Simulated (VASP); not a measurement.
# LiBe (P4/mmm) in VASP: relaxation of cell and atoms with PBE

Aim: the relaxation of cell and atoms of LiBe with PBE.

Everything below comes from runs of VASP 6.6.1. Logs are shortened: lines on timing, memory, paths and dates and some standing lists are left out, and cuts for length are marked.

## 1. The cell of the first run

Symmetry: P4/mmm, No. 123, tetragonal system. The conventional cell has a = 2.610 Å, b = 2.610 Å, c = 3.523 Å, α = 90.00°, β = 90.00°, γ = 90.00°. Li (site symmetry 4/mmm) has 8 Be at 2.55 Å and 10 Li at 2.61 to 3.69 Å within 3.7 Å. Within 3.7 Å of Be (site symmetry 4/mmm) lie 8 Li at 2.55 Å and 10 Be at 2.61 to 3.69 Å.

## 2. Relaxation of cell and atoms, PBE

Input file INCAR:

```
PREC     = Accurate       # precision mode
ENCUT    = 750            # plane-wave cutoff, eV
EDIFF    = 1E-7           # SCF threshold, eV
ISMEAR   = -1             # smearing method
SIGMA    = 0.1            # smearing width, eV
LREAL    = F              # projectors in reciprocal space
LASPH    = T              # aspherical terms in the spheres
NELM     = 120            # most SCF steps
ALGO     = Normal         # electronic algorithm
ISIF     = 3              # what is computed and relaxed
LWAVE    = F              # write WAVECAR
LCHARG   = F              # write CHGCAR
GGA      = PE             # functional
IBRION   = 2              # ionic algorithm
NSW      = 60             # ionic steps
EDIFFG   = -0.02          # ionic threshold
GGA_COMPAT= F            
NELMIN   = 4
```

Input file KPOINTS:

```
Automatic mesh
0
Gamma
  16 16 12
```

Input file POSCAR:

```
LiBe
1.0
    2.6100000000      0.0000000000      0.0000000000
    0.0000000000      2.6100000000      0.0000000000
    0.0000000000      0.0000000000      3.5235000000
Li Be
1 1
Direct
    0.0000000000      0.0000000000      0.0000000000
    0.5000000000      0.5000000000      0.5000000000
```

Potentials or basis: VASP PAW PBE potentials, release 64 (Li_sv, Be).

The run is started by

```sh
$ cat potpaw_PBE.64/Li_sv/POTCAR potpaw_PBE.64/Be/POTCAR > POTCAR
$ mpirun -np 1 vasp_std > vasp.out
```

OUTCAR:

```text
PREC = Accurate
   ENCUT = 750
   EDIFF = 1E-7
   ISMEAR = -1
   LREAL = F
   LASPH = T
   NELM = 120
   ISIF = 3
   GGA = PE
   IBRION = 2
   NSW = 60
   EDIFFG = -0.02
   NELMIN = 4

 ion  position               nearest neighbor table
   1  0.000  0.000  0.000-
   2  0.500  0.500  0.500-

  LATTYP: Found a simple tetragonal cell.
 ALAT       =     2.6100000000
 C/A-ratio  =     1.3500000000

  Lattice vectors:

 A1 = (   2.6100000000,   0.0000000000,   0.0000000000)
 A2 = (   0.0000000000,   2.6100000000,   0.0000000000)
 A3 = (   0.0000000000,   0.0000000000,   3.5235000000)

Analysis of symmetry for initial positions (statically):
=====================================================================
 Subroutine PRICEL returns:
 Original cell was already a primitive cell.

 Routine SETGRP: Setting up the symmetry group for a
 simple tetragonal supercell.

 Subroutine GETGRP returns: Found 16 space group operations
 (whereof 16 operations were pure point group operations)
 out of a pool of 16 trial point group operations.

The static configuration has the point symmetry D_4h.

Analysis of symmetry for dynamics (positions and initial velocities):
=====================================================================
 Subroutine PRICEL returns:
 Original cell was already a primitive cell.

 Routine SETGRP: Setting up the symmetry group for a
 simple tetragonal supercell.

 Subroutine GETGRP returns: Found 16 space group operations
 (whereof 16 operations were pure point group operations)
 out of a pool of 16 trial point group operations.

The dynamic configuration has the point symmetry D_4h.

 Subroutine INISYM returns: Found 16 space group operations
 (whereof 16 operations are pure point group operations),
 and found     1 'primitive' translations

----------------------------------------------------------------------------------------

                                     Primitive cell

  volume of cell :      24.0024

  direct lattice vectors                    reciprocal lattice vectors
     2.610000000  0.000000000  0.000000000     0.383141762  0.000000000  0.000000000
     0.000000000  2.610000000  0.000000000     0.000000000  0.383141762  0.000000000
     0.000000000  0.000000000  3.523500000     0.000000000  0.000000000  0.283808713

  length of vectors
     2.610000000  2.610000000  3.523500000     0.383141762  0.383141762  0.283808713

  position of ions in fractional coordinates (direct lattice)
     0.000000000  0.000000000  0.000000000
     0.500000000  0.500000000  0.500000000

  ion indices of the primitive-cell ions
   primitive index   ion index
                 1           1
                 2           2

----------------------------------------------------------------------------------------

 KPOINTS: Automatic mesh

Automatic generation of k-mesh.
 Grid dimensions read from file:
 generate k-points for:   16   16   12

 Generating k-lattice:

  Cartesian coordinates                     Fractional coordinates (reciprocal lattice)
     0.023946360  0.000000000  0.000000000     0.062500000  0.000000000  0.000000000
     0.000000000  0.023946360  0.000000000     0.000000000  0.062500000  0.000000000
     0.000000000  0.000000000  0.023650726     0.000000000  0.000000000  0.083333333

  Length of vectors
     0.023946360  0.023946360  0.023650726

  Shift w.r.t. Gamma in fractional coordinates (k-lattice)
     0.000000000  0.000000000  0.000000000

 Subroutine IBZKPT returns following result:
 ===========================================

 Found    315 irreducible k-points:

 Following reciprocal coordinates:
            Coordinates               Weight
  0.000000  0.000000  0.000000      1.000000
  0.062500  0.000000  0.000000      4.000000
  0.125000  0.000000  0.000000      4.000000
  0.187500  0.000000  0.000000      4.000000
  0.250000  0.000000  0.000000      4.000000
  0.312500  0.000000  0.000000      4.000000
[... 16 lines left out ...]
  0.437500  0.125000  0.000000      8.000000
  0.500000  0.125000  0.000000      4.000000
 [... further k-points ...]
   k-points           NKPTS =    315   k-points in BZ     NKDIM =    315   number of bands    NBANDS=      6
   number of dos      NEDOS =    301   number of ions     NIONS =      2
   total plane-waves  NPLWV =  18432
   dimension x,y,z NGX =    24 NGY =   24 NGZ =   32
   dimension x,y,z NGXF=    48 NGYF=   48 NGZF=   64
   ions per type =               1   1
   NGX,Y,Z   is equivalent  to a cutoff of  15.29, 15.29, 15.10 a.u.
   NGXF,Y,Z  is equivalent  to a cutoff of  30.57, 30.57, 30.20 a.u.
 SYSTEM =  unknown system
   PREC   = accura    normal or accurate (medium, high low for compatibility)
   ISTART =      0    job   : 0-new  1-cont  2-samecut
   ICHARG =      2    charge: 1-file 2-atom 10-const
   ISPIN  =      1    spin polarized calculation?
   LNONCOLLINEAR =      F non collinear calculations
   LSORBIT =      F    spin-orbit coupling
   LASPH  =      T    aspherical Exc in radial PAW
   ENCUT  =  750.0 eV  55.12 Ry    7.42 a.u.   5.83  5.83  7.87*2*pi/ulx,y,z
   NELM   =    120;   NELMIN=  4; NELMDL= -5     # of ELM steps
   EDIFF  = 0.1E-06   stopping-criterion for ELM
   LREAL  =      F    real-space projection
   EDIFFG = -.2E-01   stopping-criterion for IOM
   NSW    =     60    number of steps for IOM
   IBRION =      2    ionic relax: 0-MD 1-quasi-New 2-CG
   NFREE  =      1    steps in history (QN), initial steepest desc. (CG)
   ISIF   =      3    stress and relaxation
   ISYM   =      2    0-nonsym 1-usesym 2-fastsym
   POTIM  = 0.5000    time-step for ionic-motion
   TEBEG  =    0.0;   TEEND  =   0.0 temperature during run
   PSTRESS=    0.0 pullay stress
   NELECT =       5.0000    total number of electrons
   NUPDOWN=      -1.0000    fix difference up-down
   EMIN   =  10.00;   EMAX   =-10.00  energy-range for DOS
   EFERMI =   0.00;   METHOD = LEGACY
   ISMEAR =    -1;   SIGMA  =   0.10  broadening in eV -4-tet -1-fermi 0-gaus
   EFERMI_NEDOS =   21; number of points for ismear=-14 and -15
   IALGO  =     38    algorithm
   IMIX   =      4    mixing-type and parameters
     AMIX     =   0.40;   BMIX     =  1.00
     AMIX_MAG =   1.60;   BMIX_MAG =  1.00
  volume/ion in A,a.u.               =      12.00        80.99
  Fermi-wavevector in a.u.,A,eV,Ry     =   0.970465  1.833912 12.813990  0.941802
  Thomas-Fermi vector in A             =   2.100602
   LORBIT       =      0    0 simple, 1 ext, 2 COOP (PROOUT), +10 PAW based schemes
   GGA     = PE    functional components
   LHFCALC =     F    Hartree Fock is set to
   AEXX    =    0.0000 exact exchange contribution
   IVDW    =     0    specifies the selected vdW correction
   LEPSILON=     F    determine dielectric tensor
   LRPA    =     F    only Hartree local field effects (RPA)
 conjugate gradient relaxation of ions
 non-spin polarized calculation
  energy-cutoff  :      750.00
  volume of cell :       24.00
 maximum number of plane-waves:      1160
 NGX is ok and might be reduce to    24
   NGX = 11   NGY = 11   NGZ = 15

--------------------------------------- Ionic step        1  -------------------------------------------

 number of electron       5.0000000 magnetization

 Free energy of the ion-electron system (eV)
  ---------------------------------------------------
  ext. energy  EPLUGINS =         0.00000000
  ---------------------------------------------------
  free energy    TOTEN  =        -4.95919494 eV

  energy without entropy =       -4.93616714  energy(sigma->0) =       -4.94768104

------------------------ aborting loop because EDIFF is reached ----------------------------------------

  FORCE on cell =-STRESS in cart. coord.  units (eV):
  Direction    XX          YY          ZZ          XY          YZ          ZX
  --------------------------------------------------------------------------------------
  -------------------------------------------------------------------------------------
  Total       -0.5573658     -0.5573658     -0.1578167      0.0000000      0.0000000      0.0000000
  in kB      -37.2045127    -37.2045127    -10.5343626      0.0000000      0.0000000      0.0000000
  external PRESSURE =     -28.3144627 kB  Pullay stress =       0.0000000 kB
[... 89 lines left out ...]
  FREE ENERGIE OF THE ION-ELECTRON SYSTEM (eV)
  ---------------------------------------------------
  free  energy   TOTEN  =        -4.9795595682 eV

  energy  without entropy=       -4.9581340734  energy(sigma->0) =       -4.96884682

[... ionic steps 4 to 11 ...]

--------------------------------------- Ionic step       12  -------------------------------------------

 number of electron       5.0000000 magnetization

------------------------ aborting loop because EDIFF is reached ----------------------------------------

  FORCE on cell =-STRESS in cart. coord.  units (eV):
  Direction    XX          YY          ZZ          XY          YZ          ZX
  --------------------------------------------------------------------------------------
  -------------------------------------------------------------------------------------
  Total        0.1737449      0.1737449     -0.0408237      0.0000000      0.0000000      0.0000000
  in kB       12.7462938     12.7462938     -2.9949136      0.0000000      0.0000000      0.0000000
  external PRESSURE =       7.4992247 kB  Pullay stress =       0.0000000 kB
[... 57 lines left out ...]
  energy  without entropy=       -5.0451254763  energy(sigma->0) =       -5.05537645

--------------------------------------- Ionic step       14  -------------------------------------------

 number of electron       5.0000004 magnetization

 Free energy of the ion-electron system (eV)
  ---------------------------------------------------
  ext. energy  EPLUGINS =         0.00000000
  ---------------------------------------------------
  free energy    TOTEN  =        -5.06588893 eV

  energy without entropy =       -5.04530127  energy(sigma->0) =       -5.05559510

 E-fermi :   3.1319     XC(G=0):  -9.1305

 val. band max:        3.1249827404   @ k =   0.4375   0.1875   0.0833
 cond. band min:       3.1350407782   @ k =   0.3750   0.0000   0.1667
 fundamental gap:      0.0100580377
 Fermi energy:         3.1318724977

 k-point     1 :       0.0000    0.0000    0.0000
  band No.  band energies     occupation
      1     -42.2060      2.00000
      2      -3.8761      2.00000
      3       1.6089      2.00000
      4       7.0040      0.00000
      5      15.7100      0.00000
      6      21.0685      0.00000

 k-point     2 :       0.0625    0.0000    0.0000
  band No.  band energies     occupation
      1     -42.2021      2.00000
      2      -3.7980      2.00000
      3       1.7130      2.00000
      4       6.9998      0.00000
      5      14.7925      0.00000
      6      15.8510      0.00000
[... 190 lines left out ...]
 k-point    24 :       0.5000    0.1250    0.0000
  band No.  band energies     occupation
      1     -42.0913      2.00000
      2       1.2393      2.00000
      3       1.5849      2.00000
      4       7.6242      0.00000
      5       9.9552      0.00000
      6      10.3238      0.00000

 [... further k-points ...]

------------------------ aborting loop because EDIFF is reached ----------------------------------------

  FORCE on cell =-STRESS in cart. coord.  units (eV):
  Direction    XX          YY          ZZ          XY          YZ          ZX
  --------------------------------------------------------------------------------------
  -------------------------------------------------------------------------------------
  Total        0.0004612      0.0004612      0.0021472      0.0000000     -0.0000000     -0.0000000
  in kB        0.0333184      0.0333184      0.1551043      0.0000000     -0.0000000     -0.0000000
  external PRESSURE =       0.0739137 kB  Pullay stress =       0.0000000 kB
[... 17 lines left out ...]
  FREE ENERGIE OF THE ION-ELECTRON SYSTEM (eV)
  ---------------------------------------------------
  free  energy   TOTEN  =        -5.0658889285 eV

  energy  without entropy=       -5.0453012652  energy(sigma->0) =       -5.05559510

 reached required accuracy - stopping structural energy minimisation
```

Wall time 10 min (1 thread of Intel Xeon 8259CL, shared host); peak memory 0.23 GiB.

What came out:

```yaml
Free_energy: -5.0659 eV
Relaxed_volume: 11.09 Å³/atom
Relaxed_cell: a = 2.335 Å, b = 2.335 Å, c = 4.068 Å, α = 90.00°, β = 90.00°, γ = 90.00°
Space_group_after_relaxing_to_0.1_Å: P4/mmm (No. 123)
Energy_gained_by_relaxing: 53.3 meV/atom
Ionic_steps: 14
Pressure_after_relaxing: 0.0 GPa
Band_gap_on_the_k_mesh: zero (an odd number of electrons rules out a gap without spin polarisation)
```

The path:
```
step  energy change (eV)  largest force (eV/Å)  pressure (GPa)  volume (Å³)
   1              0.0000                0.0000           -2.83        24.00
   2             -0.0128                0.0000           -1.56        23.27
   3             -0.0204                0.0000            0.35        22.35
   4             -0.0206                0.0000            0.75        22.17
   5             -0.0265                0.0000            0.85        22.12
   6             -0.0471                0.0000            1.17        21.95
   7             -0.0953                0.0000            1.89        21.48
   8              0.0804                0.0000            6.20        20.08
   9             -0.0997                0.0000            2.14        21.35
  10             -0.1000                0.0000            2.35        21.24
  11             -0.1035                0.0000            0.02        22.14
  12             -0.1046                0.0000            0.75        21.84
  13             -0.1064                0.0000            0.26        22.06
  14             -0.1067                0.0000            0.01        22.18
```

Final structure:
```
Li Be
1.0
     2.33495    0.00000    0.00000
     0.00000    2.33495    0.00000
     0.00000    0.00000    4.06815
Li Be
1 1
Direct
  0.00000 0.00000 0.00000
  0.50000 0.50000 0.50000
```

Caveat: a cell axis changed by over 15 % at a fixed basis, so the end point is rough.
